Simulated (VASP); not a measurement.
# MgF2 in VASP: single point with PBE+D3(BJ)

Aim: the single point of MgF2 with PBE+D3(BJ).

All numbers are computed with VASP 6.6.1; they aren't measurements. Logs are shortened: lines on timing, memory, paths and dates and some standing lists are left out, and cuts for length are marked.

### 1 The cell of the first run

The cell holds a slab with vacuum, 24 atoms: a = 6.152 Å, b = 6.588 Å, c = 26.128 Å, α = 90.00°, β = 90.00°, γ = 90.00°.

### 2 Single point, PBE+D3(BJ)

INCAR reads:

```
SYSTEM = MgF2
ALGO     = Normal         ! electronic algorithm
DIPOL    = 0.5 0.5 0.420
EDIFF    = 1E-6           ! SCF threshold, eV
ENCUT    = 520            ! plane-wave cutoff, eV
GGA      = PE             ! functional
GGA_COMPAT= .FALSE.      
IDIPOL   = 3            
ISIF     = 2              ! what is computed and relaxed
ISMEAR   = 0              ! smearing method
IVDW     = 12             ! dispersion correction
LASPH    = .TRUE.         ! aspherical terms in the spheres
LCHARG   = .FALSE.        ! write CHGCAR
LDIPOL   = .TRUE.       
LREAL    = .FALSE.        ! projectors in reciprocal space
LWAVE    = .FALSE.        ! write WAVECAR
NBANDS   = 82             ! bands
NELM     = 120            ! most SCF steps
NELMDL   = -8           
PREC     = Accurate       ! precision mode
SIGMA    = 0.05           ! smearing width, eV
```

KPOINTS reads:

```
k-points
0
G
  3 3 1
  0 0 0
```

POSCAR reads:

```
MgF2
1.0
    6.1524673081      0.0000000000      0.0000000000
    0.0000000000      6.5876575763      0.0000000000
    0.0000000000      0.0000000000     26.1281837728
F Mg
16 8
Direct
    0.0000000000      0.0000000000      0.3061827822
    0.5000000000      0.0000000000      0.3061827822
    0.2500000000      0.3031124907      0.3558237179
    0.7500000000      0.3031124907      0.3558237179
    0.2500000000      0.6968875093      0.3558237179
    0.7500000000      0.6968875093      0.3558237179
    0.0000000000      0.0000000000      0.4054646537
    0.5000000000      0.0000000000      0.4054646537
    0.0031987133      0.5042175072      0.4321797092
    0.4970012910      0.5041400678      0.4321608914
    0.2503492955      0.8111296523      0.4885398162
    0.7500153199      0.8105948224      0.4842084359
    0.2502539511      0.1903450556      0.4858355356
    0.7501966488      0.1937209016      0.4815850541
   -0.0062895786      0.4922522866      0.5314138963
    0.5065605438      0.4922152755      0.5314027429
    0.0000000000      0.5000000000      0.3558237179
    0.5000000000      0.5000000000      0.3558237179
    0.2500000000      0.0000000000      0.3558237179
    0.7500000000      0.0000000000      0.3558237179
    0.0000741030      0.0011986510      0.4796820299
    0.5004064800      0.0013797050      0.4796444904
    0.2502015980      0.4999176814      0.4883532665
    0.7500561390      0.5037089392      0.4842017842
```

Potentials or basis: VASP PAW PBE potentials, release 64 (F, Mg).

Started as:

```
$ cat potpaw_PBE.64/F/POTCAR potpaw_PBE.64/Mg/POTCAR > POTCAR
$ mpirun -np 1 vasp_std > vasp.out
```

OUTCAR:

```text
SYSTEM = MgF2
   EDIFF = 1E-6
   ENCUT = 520
   GGA = PE
   ISIF = 2
   ISMEAR = 0
   IVDW = 12
   LASPH = .TRUE.
   LREAL = .FALSE.
   NELM = 120
   NELMDL = -8
   PREC = Accurate
 IVDW          = 12

 ion  position               nearest neighbor table
   1  0.000  0.000  0.306-  19 2.01  20 2.01
   2  0.500  0.000  0.306-  19 2.01  20 2.01
   3  0.250  0.303  0.356-  19 2.00  18 2.01  17 2.01
   4  0.750  0.303  0.356-  20 2.00  18 2.01  17 2.01
   5  0.250  0.697  0.356-  19 2.00  18 2.01  17 2.01
   6  0.750  0.697  0.356-  20 2.00  18 2.01  17 2.01
   7  0.000  0.000  0.405-  21 1.94  20 2.01  19 2.01
   8  0.500  0.000  0.405-  22 1.94  20 2.01  19 2.01
   9  0.003  0.504  0.432-  17 2.00  24 2.07  23 2.11
  10  0.497  0.504  0.432-  18 1.99  24 2.07  23 2.11
  11  0.250  0.811  0.489-  22 2.00  21 2.00  23 2.05
  12  0.750  0.811  0.484-  22 1.99  21 1.99  24 2.02
  13  0.250  0.190  0.486-  22 1.99  21 1.99  23 2.04
  14  0.750  0.194  0.482-  22 1.99  21 1.99  24 2.04
  15  0.994  0.492  0.531-  23 1.94  24 1.94
  16  0.507  0.492  0.531-  23 1.94  24 1.94
  17  0.000  0.500  0.356-   9 2.00   4 2.01   5 2.01   6 2.01   3 2.01  18 3.08  18 3.08  20 3.64
                            19 3.64  20 3.64  19 3.64
  18  0.500  0.500  0.356-  10 1.99   4 2.01   5 2.01   6 2.01   3 2.01  17 3.08  17 3.08  20 3.64
                            19 3.64  20 3.64  19 3.64
  19  0.250  0.000  0.356-   3 2.00   5 2.00   1 2.01   2 2.01   7 2.01   8 2.01  20 3.08  20 3.08
                            21 3.58  22 3.58  17 3.64  17 3.64  18 3.64  18 3.64
  20  0.750  0.000  0.356-   4 2.00   6 2.00   1 2.01   2 2.01   7 2.01   8 2.01  19 3.08  19 3.08
                            22 3.58  21 3.58  17 3.64  17 3.64  18 3.64  18 3.64
  21  0.000  0.001  0.480-   7 1.94  13 1.99  12 1.99  14 1.99  11 2.00  22 3.07  22 3.08  19 3.58
                            20 3.58  24 3.62  23 3.64  23 3.65  24 3.65
  22  0.500  0.001  0.480-   8 1.94  13 1.99  12 1.99  14 1.99  11 2.00  21 3.07  21 3.08  20 3.58
                            19 3.58  24 3.62  23 3.63  24 3.65  23 3.65
  23  0.250  0.500  0.488-  16 1.94  15 1.94  13 2.04  11 2.05  10 2.11   9 2.11  24 3.08  24 3.08
                            22 3.63  21 3.64  21 3.65  22 3.65
  24  0.750  0.504  0.484-  16 1.94  15 1.94  12 2.02  14 2.04  10 2.07   9 2.07  23 3.08  23 3.08
                            21 3.62  22 3.62  22 3.65  21 3.65

  LATTYP: Found a simple orthorhombic cell.
 ALAT       =     6.1524673081
 B/A-ratio  =     1.0707342675
 C/A-ratio  =     4.2467814073

  Lattice vectors:

 A1 = (   6.1524673081,   0.0000000000,   0.0000000000)
 A2 = (   0.0000000000,   6.5876575763,   0.0000000000)
 A3 = (   0.0000000000,   0.0000000000,  26.1281837728)

Analysis of symmetry for initial positions (statically):
=====================================================================
 Subroutine PRICEL returns:
 Original cell was already a primitive cell.

 Routine SETGRP: Setting up the symmetry group for a
 simple orthorhombic supercell.

 Subroutine GETGRP returns: Found  1 space group operations
 (whereof  1 operations were pure point group operations)
 out of a pool of  8 trial point group operations.

The static configuration has the point symmetry C_1 .

Analysis of symmetry for dynamics (positions and initial velocities):
=====================================================================
 Subroutine PRICEL returns:
 Original cell was already a primitive cell.

 Routine SETGRP: Setting up the symmetry group for a
 simple orthorhombic supercell.

 Subroutine GETGRP returns: Found  1 space group operations
 (whereof  1 operations were pure point group operations)
 out of a pool of  8 trial point group operations.

The dynamic configuration has the point symmetry C_1 .

 Subroutine INISYM returns: Found  1 space group operations
 (whereof  1 operations are pure point group operations),
 and found     1 'primitive' translations

----------------------------------------------------------------------------------------

                                     Primitive cell

  volume of cell :    1058.9844

  direct lattice vectors                    reciprocal lattice vectors
     6.152467308  0.000000000  0.000000000     0.162536418  0.000000000  0.000000000
     0.000000000  6.587657576  0.000000000     0.000000000  0.151799025  0.000000000
     0.000000000  0.000000000 26.128183773     0.000000000  0.000000000  0.038272848

  length of vectors
     6.152467308  6.587657576 26.128183773     0.162536418  0.151799025  0.038272848

  position of ions in fractional coordinates (direct lattice)
     0.000000000  0.000000000  0.306182782
     0.500000000  0.000000000  0.306182782
     0.250000000  0.303112491  0.355823718
     0.750000000  0.303112491  0.355823718
     0.250000000  0.696887509  0.355823718
     0.750000000  0.696887509  0.355823718
[... 16 lines left out ...]
     0.250201598  0.499917681  0.488353266
     0.750056139  0.503708939  0.484201784

  ion indices of the primitive-cell ions
   primitive index   ion index
                 1           1
                 2           2
                 3           3
                 4           4
                 5           5
                 6           6
[... 16 lines left out ...]
                23          23
                24          24

----------------------------------------------------------------------------------------

 KPOINTS: k-points

Automatic generation of k-mesh.
 Grid dimensions read from file:
 generate k-points for:    3    3    1

 Generating k-lattice:

  Cartesian coordinates                     Fractional coordinates (reciprocal lattice)
     0.054178806  0.000000000  0.000000000     0.333333333  0.000000000  0.000000000
     0.000000000  0.050599675  0.000000000     0.000000000  0.333333333  0.000000000
     0.000000000  0.000000000  0.038272848     0.000000000  0.000000000  1.000000000

  Length of vectors
     0.054178806  0.050599675  0.038272848

  Shift w.r.t. Gamma in fractional coordinates (k-lattice)
     0.000000000  0.000000000  0.000000000

 Subroutine IBZKPT returns following result:
 ===========================================

 Found      5 irreducible k-points:

 Following reciprocal coordinates:
            Coordinates               Weight
  0.000000  0.000000  0.000000      1.000000
  0.333333  0.000000  0.000000      2.000000
  0.000000  0.333333  0.000000      2.000000
  0.333333  0.333333  0.000000      2.000000
  0.333333 -0.333333  0.000000      2.000000
   k-points           NKPTS =      5   k-points in BZ     NKDIM =      5   number of bands    NBANDS=     82
   number of dos      NEDOS =    301   number of ions     NIONS =     24
   total plane-waves  NPLWV = 470400
   dimension x,y,z NGX =    48 NGY =   50 NGZ =  196
   dimension x,y,z NGXF=    96 NGYF=  100 NGZF=  392
   ions per type =              16   8
   NGX,Y,Z   is equivalent  to a cutoff of  12.97, 12.62, 12.47 a.u.
   NGXF,Y,Z  is equivalent  to a cutoff of  25.94, 25.24, 24.94 a.u.
 SYSTEM =  MgF2
   PREC   = accura    normal or accurate (medium, high low for compatibility)
   ISTART =      0    job   : 0-new  1-cont  2-samecut
   ICHARG =      2    charge: 1-file 2-atom 10-const
   ISPIN  =      1    spin polarized calculation?
   LNONCOLLINEAR =      F non collinear calculations
   LSORBIT =      F    spin-orbit coupling
   LASPH  =      T    aspherical Exc in radial PAW
   ENCUT  =  520.0 eV  38.22 Ry    6.18 a.u.  11.44 12.25 48.58*2*pi/ulx,y,z
   NELM   =    120;   NELMIN=  2; NELMDL= -8     # of ELM steps
   EDIFF  = 0.1E-05   stopping-criterion for ELM
   LREAL  =      F    real-space projection
   EDIFFG = 0.1E-04   stopping-criterion for IOM
   NSW    =      0    number of steps for IOM
   IBRION =     -1    ionic relax: 0-MD 1-quasi-New 2-CG
   NFREE  =      0    steps in history (QN), initial steepest desc. (CG)
   ISIF   =      2    stress and relaxation
   ISYM   =      2    0-nonsym 1-usesym 2-fastsym
   POTIM  = 0.5000    time-step for ionic-motion
   TEBEG  =    0.0;   TEEND  =   0.0 temperature during run
   PSTRESS=    0.0 pullay stress
   NELECT =     128.0000    total number of electrons
   NUPDOWN=      -1.0000    fix difference up-down
   EMIN   =  10.00;   EMAX   =-10.00  energy-range for DOS
   EFERMI =   0.00;   METHOD = LEGACY
   ISMEAR =     0;   SIGMA  =   0.05  broadening in eV -4-tet -1-fermi 0-gaus
   EFERMI_NEDOS =   21; number of points for ismear=-14 and -15
   IALGO  =     38    algorithm
   IMIX   =      4    mixing-type and parameters
     AMIX     =   0.40;   BMIX     =  1.00
     AMIX_MAG =   1.60;   BMIX_MAG =  1.00
  volume/ion in A,a.u.               =      44.12       297.77
  Fermi-wavevector in a.u.,A,eV,Ry     =   0.809434  1.529609  8.914319  0.655184
  Thomas-Fermi vector in A             =   1.918425
   LORBIT       =      0    0 simple, 1 ext, 2 COOP (PROOUT), +10 PAW based schemes
   GGA     = PE    functional components
   LHFCALC =     F    Hartree Fock is set to
   AEXX    =    0.0000 exact exchange contribution
   IVDW    =    12    specifies the selected vdW correction
   LEPSILON=     F    determine dielectric tensor
   LRPA    =     F    only Hartree local field effects (RPA)
 non-spin polarized calculation
 Gauss-broadening in eV      SIGMA  =   0.05
  energy-cutoff  :      520.00
  volume of cell :     1058.98
 maximum number of plane-waves:     28546
 NGX is ok and might be reduce to    48
   NGX = 23   NGY = 25   NGZ = 97

 dipolmoment           0.000000      0.000000      0.000017 electrons x Angstroem

 number of electron     128.0000075 magnetization

 dipolmoment           0.000000      0.000000     -0.000512 electrons x Angstroem

 Free energy of the ion-electron system (eV)
  ---------------------------------------------------
  ext. energy  EPLUGINS =         0.00000000
  ---------------------------------------------------
  free energy    TOTEN  =      -122.48162287 eV

  energy without entropy =     -122.48162287  energy(sigma->0) =     -122.48162287

 E-fermi :  -5.8156     XC(G=0):  -2.8785

 val. band max:       -6.1072584106   @ k =   0.0000   0.0000   0.0000
 cond. band min:      -1.1275899814   @ k =   0.0000   0.0000   0.0000
 fundamental gap:      4.9796684292
 Fermi energy:        -5.8156068328

 k-point     1 :       0.0000    0.0000    0.0000
  band No.  band energies     occupation
      1     -28.1661      2.00000
      2     -28.0146      2.00000
      3     -27.8633      2.00000
      4     -27.8454      2.00000
      5     -27.7086      2.00000
      6     -27.6512      2.00000
[... 68 lines left out ...]
     75       3.6223      0.00000
     76       3.6646      0.00000
[... 314 lines left out ...]
     75       3.5547      0.00000
     76       3.6846      0.00000
 [bands above 76 left out]

------------------------ aborting loop because EDIFF is reached ----------------------------------------

 vacuum level on the upper side and lower side of the slab       (xc-potential included)        -0.012        -0.009

 Edisp (eV)   -2.38964

 E8    (eV) :    -0.9104

  FORCE on cell =-STRESS in cart. coord.  units (eV):
  Direction    XX          YY          ZZ          XY          YZ          ZX
  --------------------------------------------------------------------------------------
  -------------------------------------------------------------------------------------
  Total      -6.64525    -2.28183    -2.64694    -0.00219     0.15037    -0.01091
  in kB     -10.05385    -3.45227    -4.00465    -0.00331     0.22750    -0.01651
  external pressure =       -5.84 kB  Pullay stress =        0.00 kB

 VOLUME and BASIS-vectors are now :
 -----------------------------------------------------------------------------
  energy-cutoff  :      520.00
  volume of cell :     1058.98
      direct lattice vectors                 reciprocal lattice vectors
     6.152467308  0.000000000  0.000000000     0.162536418  0.000000000  0.000000000
     0.000000000  6.587657576  0.000000000     0.000000000  0.151799025  0.000000000
     0.000000000  0.000000000 26.128183773     0.000000000  0.000000000  0.038272848

 POSITION                                       TOTAL-FORCE (eV/Angst)
 -----------------------------------------------------------------------------------
      0.00000      0.00000      8.00000        -0.004990      0.002848      0.841497
      3.07623      0.00000      8.00000         0.005001      0.002840      0.841612
      1.53812      1.99680      9.29703         0.000062      0.750357     -0.415618
      4.61435      1.99680      9.29703         0.000525      0.784636     -0.387015
      1.53812      4.59086      9.29703         0.000377     -0.739369     -0.450736
      4.61435      4.59086      9.29703         0.000292     -0.770874     -0.409623
[... 16 lines left out ...]
      1.53936      3.29329     12.75978        -0.007072     -0.026484      0.234449
      4.61470      3.31826     12.65131         0.007539     -0.209951      0.459671
 -----------------------------------------------------------------------------------
    total drift:                               -0.000283      0.006188      0.001280

  FREE ENERGIE OF THE ION-ELECTRON SYSTEM (eV)
  ---------------------------------------------------
  free  energy   TOTEN  =      -124.8712579494 eV

  energy  without entropy=     -124.8712579494  energy(sigma->0) =     -124.87125795

 vacuum level on the upper side and lower side of the slab         2.031         2.042
```

Run time: 31 min. Hardware: 1 thread of Intel Xeon Platinum 8259CL at 2.50GHz (Skylake/Cascade Lake), shared host; peak memory 1 GiB.

Results:

| Property | Result |
| --- | --- |
| Free energy | -124.8713 eV |
| Largest force | 1.545 eV/Å |
| Band gap on the k mesh | 4.98 eV |
| Dispersion energy per atom | -0.100 eV |

Forces in eV/Å, atoms in the order of the input:
```
F   -0.005  0.003  0.841
F    0.005  0.003  0.842
F    0.000  0.750 -0.416
F    0.001  0.785 -0.387
F    0.000 -0.739 -0.451
F    0.000 -0.771 -0.410
F    0.086 -0.037  0.333
F   -0.084 -0.036  0.325
F   -0.006  0.012 -0.069
F    0.006  0.012 -0.066
F   -0.006  0.162  0.048
F    0.007  0.257  0.245
F   -0.005 -0.180  0.076
F    0.003 -0.338  0.248
F    0.128  0.093 -0.269
F   -0.127  0.092 -0.263
Mg   0.050  0.018  1.236
Mg  -0.050  0.018  1.233
Mg   0.000 -0.008 -1.545
Mg   0.000 -0.001 -1.518
Mg   0.012  0.073 -0.368
Mg  -0.017  0.070 -0.360
Mg  -0.007 -0.026  0.234
Mg   0.008 -0.210  0.460
```

Levels at points of the mesh, in eV from the valence-band top:
| k point | band 62 | band 63 | band 64 | band 65 | band 66 | band 67 |
| --- | --- | --- | --- | --- | --- | --- |
| (0.00, 0.00, 0.00) | -0.21 | -0.09 | 0.00 | 4.98 | 5.69 | 7.70 |
